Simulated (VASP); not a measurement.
# BP (F-43m) in VASP: settings compared, part 2 of 2

VASP 6.6.1. The steps go on from the part before.

**5. Single point, PBEsol+D4**

This run uses another cell than the first one, of 11.35 Å³/atom, 0.917 times its volume.

File INCAR:

```
PREC     = Accurate       # precision mode
ENCUT    = 520            # plane-wave cutoff, eV
EDIFF    = 1E-6           # SCF threshold, eV
ISMEAR   = -1             # smearing method
SIGMA    = 0.05           # smearing width, eV
LREAL    = False          # projectors in reciprocal space
LASPH    = True           # aspherical terms in the spheres
NELM     = 60             # most SCF steps
ALGO     = Normal         # electronic algorithm
ISIF     = 2              # what is computed and relaxed
LWAVE    = False          # write WAVECAR
LCHARG   = False          # write CHGCAR
GGA      = PS             # functional
IVDW     = 13             # dispersion correction
NBANDS   = 11             # bands
```

File KPOINTS:

```
regular mesh
0
Gamma
  10 10 10
```

File POSCAR:

```
BP
1.0
    0.0000000000      2.2473543595      2.2473543595
    2.2473543595      0.0000000000      2.2473543595
    2.2473543595      2.2473543595      0.0000000000
P B
1 1
Direct
    0.7500000000      0.7500000000      0.7500000000
    0.0000000000      0.0000000000      0.0000000000
```

Potentials or basis: VASP PAW PBE potentials, release 64 (P, B).

Launch:

```console
$ cat potpaw_PBE.64/P/POTCAR potpaw_PBE.64/B/POTCAR > POTCAR
$ mpirun -np 1 vasp_std > vasp.out
```

OUTCAR:

```text
PREC = Accurate
   ENCUT = 520
   EDIFF = 1E-6
   ISMEAR = -1
   LREAL = False
   LASPH = True
   NELM = 60
   ISIF = 2
   GGA = PS
   IVDW = 13

 ion  position               nearest neighbor table
   1  0.750  0.750  0.750-   2 1.95   2 1.95   2 1.95   2 1.95
   2  0.000  0.000  0.000-   1 1.95   1 1.95   1 1.95   1 1.95

  LATTYP: Found a face centered cubic cell.
 ALAT       =     4.4947087190

  Lattice vectors:

 A1 = (   0.0000000000,   2.2473543595,   2.2473543595)
 A2 = (   2.2473543595,   0.0000000000,   2.2473543595)
 A3 = (   2.2473543595,   2.2473543595,   0.0000000000)

Analysis of symmetry for initial positions (statically):
=====================================================================
 Subroutine PRICEL returns:
 Original cell was already a primitive cell.

 Routine SETGRP: Setting up the symmetry group for a
 face centered cubic supercell.

 Subroutine GETGRP returns: Found 24 space group operations
 (whereof 24 operations were pure point group operations)
 out of a pool of 48 trial point group operations.

The static configuration has the point symmetry T_d .

Analysis of symmetry for dynamics (positions and initial velocities):
=====================================================================
 Subroutine PRICEL returns:
 Original cell was already a primitive cell.

 Routine SETGRP: Setting up the symmetry group for a
 face centered cubic supercell.

 Subroutine GETGRP returns: Found 24 space group operations
 (whereof 24 operations were pure point group operations)
 out of a pool of 48 trial point group operations.

The dynamic configuration has the point symmetry T_d .

 Subroutine INISYM returns: Found 24 space group operations
 (whereof 24 operations are pure point group operations),
 and found     1 'primitive' translations

----------------------------------------------------------------------------------------

                                     Primitive cell

  volume of cell :      22.7010

  direct lattice vectors                    reciprocal lattice vectors
[... 115 lines left out ...]
   IVDW    =    13    specifies the selected vdW correction
   LEPSILON=     F    determine dielectric tensor
   LRPA    =     F    only Hartree local field effects (RPA)
 non-spin polarized calculation
  energy-cutoff  :      520.00
  volume of cell :       22.70
 maximum number of plane-waves:       622
   NGX = 11   NGY = 11   NGZ = 11

 number of electron       8.0000001 magnetization

 Free energy of the ion-electron system (eV)
  ---------------------------------------------------
  ext. energy  EPLUGINS =         0.00000000
  ---------------------------------------------------
  free energy    TOTEN  =       -13.66964962 eV

  energy without entropy =      -13.66964943  energy(sigma->0) =      -13.66964952

 E-fermi :   8.2762     XC(G=0): -11.1673

 val. band max:        7.7487766554   @ k =   0.0000   0.0000   0.0000
 cond. band min:       8.8422108721   @ k =   0.4000   0.4000   0.0000
 fundamental gap:      1.0934342168
 Fermi energy:         8.2761714955

 k-point     1 :       0.0000    0.0000    0.0000
  band No.  band energies     occupation
      1      -8.0083      2.00000
      2       7.7488      1.99995
      3       7.7488      1.99995
      4       7.7488      1.99995
      5      11.1496      0.00000
      6      11.1496      0.00000
      7      11.1496      0.00000
      8      15.5305      0.00000
      9      19.1916      0.00000
     10      19.9556      0.00000
     11      19.9556      0.00000
[... 309 lines left out ...]
 k-point    24 :       0.4000    0.3000    0.0000
  band No.  band energies     occupation
      1      -4.9815      2.00000
      2       1.5218      2.00000
      3       3.5517      2.00000
      4       4.1146      2.00000
      5       9.4391      0.00000
      6      11.2371      0.00000
      7      17.3882      0.00000
      8      17.4110      0.00000
      9      22.0194      0.00000
     10      23.1778      0.00000
     11      25.0879      0.00000

 [... further k-points ...]

------------------------ aborting loop because EDIFF is reached ----------------------------------------

  DFT-D4 for vdW energy calculation

  Edisp (eV):   -0.40770

  FORCE on cell =-STRESS in cart. coord.  units (eV):
  Direction    XX          YY          ZZ          XY          YZ          ZX
  --------------------------------------------------------------------------------------
  -------------------------------------------------------------------------------------
  Total       0.02266     0.02266     0.02266     0.00000     0.00000     0.00000
  in kB       1.59960     1.59960     1.59960     0.00000     0.00000     0.00000
  external pressure =        1.60 kB  Pullay stress =        0.00 kB

 VOLUME and BASIS-vectors are now :
 -----------------------------------------------------------------------------
  energy-cutoff  :      520.00
  volume of cell :       22.70
      direct lattice vectors                 reciprocal lattice vectors
     0.000000000  2.247354360  2.247354360    -0.222483828  0.222483828  0.222483828
     2.247354360  0.000000000  2.247354360     0.222483828 -0.222483828  0.222483828
     2.247354360  2.247354360  0.000000000     0.222483828  0.222483828 -0.222483828

 POSITION                                       TOTAL-FORCE (eV/Angst)
 -----------------------------------------------------------------------------------
      3.37103      3.37103      3.37103        -0.000000      0.000000     -0.000000
      0.00000      0.00000      0.00000         0.000000     -0.000000      0.000000
 -----------------------------------------------------------------------------------
    total drift:                               -0.000000     -0.000000     -0.000000

  FREE ENERGIE OF THE ION-ELECTRON SYSTEM (eV)
  ---------------------------------------------------
  free  energy   TOTEN  =       -14.0773513604 eV

  energy  without entropy=      -14.0773511639  energy(sigma->0) =      -14.07735126
```

OSZICAR:

```text
N       E                     dE             d eps       ncg     rms          rms(c)
DAV:   1     0.859430928964E+01    0.85943E+01   -0.39291E+03  1042   0.651E+02
DAV:   2    -0.138601351123E+02   -0.22454E+02   -0.21384E+02  1387   0.112E+02
DAV:   3    -0.144379559399E+02   -0.57782E+00   -0.57639E+00  1319   0.155E+01
DAV:   4    -0.144400448313E+02   -0.20889E-02   -0.20887E-02  1186   0.111E+00
DAV:   5    -0.144400548918E+02   -0.10060E-04   -0.10060E-04  1280   0.755E-02    0.732E+00
DAV:   6    -0.137872741886E+02    0.65278E+00   -0.13725E+00  1178   0.506E+00    0.391E+00
DAV:   7    -0.136790768278E+02    0.10820E+00   -0.26645E-01  1286   0.254E+00    0.126E+00
DAV:   8    -0.136694522889E+02    0.96245E-02   -0.26495E-02  1217   0.924E-01    0.174E-01
DAV:   9    -0.136695885600E+02   -0.13627E-03   -0.69614E-04  1193   0.182E-01    0.108E-01
DAV:  10    -0.136696454519E+02   -0.56892E-04   -0.10534E-04  1154   0.628E-02    0.216E-02
DAV:  11    -0.136696493198E+02   -0.38679E-05   -0.60527E-06  1311   0.145E-02    0.273E-02
DAV:  12    -0.136696496229E+02   -0.30311E-06   -0.20205E-06   823   0.649E-03
   1 F= -.14077351E+02 E0= -.14077351E+02  d E =-.196525E-06
```

Run time: 16 s. Hardware: 1 thread of Intel Xeon 8259CL, shared host; peak memory 0.14 GiB.

What came out:

```yaml
Free_energy: -14.0774 eV
Pressure: 0.2 GPa
Band_gap_on_the_k_mesh: 1.09 eV, indirect (least direct gap 3.40 eV)
Dispersion_energy_per_atom: -0.204 eV
```

Caveat: the PAW data sets were made with another functional, which shifts forces and pressure a little. A k mesh can miss the band edges.

**6. Single point, revPBE+D3(BJ)**

This run uses another cell than the first one, of 11.27 Å³/atom, 0.910 times its volume.

File INCAR:

```
SYSTEM = BP
ALGO = Normal
EDIFF = 1E-6
ENCUT = 520
GGA = RE
ISIF = 2
ISMEAR = -1
IVDW = 12
LASPH = .True.
LCHARG = .False.
LREAL = .False.
LWAVE = .False.
NBANDS = 11
NELM = 100
PREC = Accurate
SIGMA = 0.05
```

File KPOINTS:

```
k-points
0
Gamma
  10 10 10
  0 0 0
```

File POSCAR:

```
BP
1.0
    0.0000000000      2.2420248448      2.2420248448
    2.2420248448      0.0000000000      2.2420248448
    2.2420248448      2.2420248448      0.0000000000
P B
1 1
Direct
    0.7500000000      0.7500000000      0.7500000000
    0.0000000000      0.0000000000      0.0000000000
```

Potentials or basis: VASP PAW PBE potentials, release 64 (P, B).

Launch:

```console
$ cat potpaw_PBE.64/P/POTCAR potpaw_PBE.64/B/POTCAR > POTCAR
$ mpirun -np 1 vasp_std > vasp.out
```

It took 13 s on 1 thread of Intel Xeon 8259CL, shared host; peak memory 0.14 GiB.

Results (log left out):

| Quantity | Value |
| --- | --- |
| Free energy | -13.7037 eV |
| Pressure | -0.4 GPa |
| Band gap on the k mesh | 1.19 eV, indirect (least direct gap 3.45 eV) |
| Dispersion energy per atom | -0.676 eV |

Levels at points of the mesh, in eV from the valence-band top:
```tsv
k point	band 1	band 2	band 3	band 4	band 5	band 6	band 7	band 8
(0.00, 0.00, 0.00)	-15.80	0.00	0.00	0.00	3.45	3.45	3.45	7.96
(0.50, 0.00, 0.00)	-12.34	-9.30	-1.80	-1.80	4.00	4.73	4.73	10.31
(0.50, 0.50, 0.00)	-10.74	-8.80	-4.25	-4.25	1.25	1.65	12.49	12.49
```

Caveat: the PAW data sets were made with another functional, which shifts forces and pressure a little. A k mesh can miss the band edges.

**7. Summary**

| task | level | potentials or basis | cell | k mesh | cutoff (eV) | smearing | gap on the mesh (eV) | pressure (GPa) |
| --- | --- | --- | --- | --- | --- | --- | --- | --- |
| single point | r2SCAN+rVV10 | VASP PAW PBE potentials, release 64 (P, B) | a = 3.272 Å, angles 60.0°, 2 atoms | 10 × 10 × 10 | 520 | fermi-dirac 0.05 eV | 1.49 | -10.0 |
| relaxation of cell and atoms | LDA | VASP PAW LDA potentials, release 64 (P, B) | relaxed from a = 3.209 Å, angles 60.0°, 2 atoms | 10 × 10 × 10 | 600 | fermi-dirac 0.05 eV | 1.15 | 0.0 |
| single point | PBE | VASP PAW PBE potentials, release 64 (P, B) | a = 3.209 Å, angles 60.0°, 2 atoms | 4 × 4 × 4 | 520 | fermi-dirac 0.04 eV | 1.31 | 2.0 |
| single point | PBEsol+D4 | VASP PAW PBE potentials, release 64 (P, B) | a = 3.178 Å, angles 60.0°, 2 atoms | 10 × 10 × 10 | 520 | fermi-dirac 0.05 eV | 1.09 | 0.2 |
| single point | revPBE+D3(BJ) | VASP PAW PBE potentials, release 64 (P, B) | a = 3.171 Å, angles 60.0°, 2 atoms | 10 × 10 × 10 | 520 | fermi-dirac 0.05 eV | 1.19 | -0.4 |

Alike in all rows: no spin polarisation.

Caveats: some runs use coarse meshes; the PAW data sets were made with another functional, which shifts forces and pressure a little (some runs).

Total energies depend on the potentials used, so only differences within one code and one set of settings carry meaning.
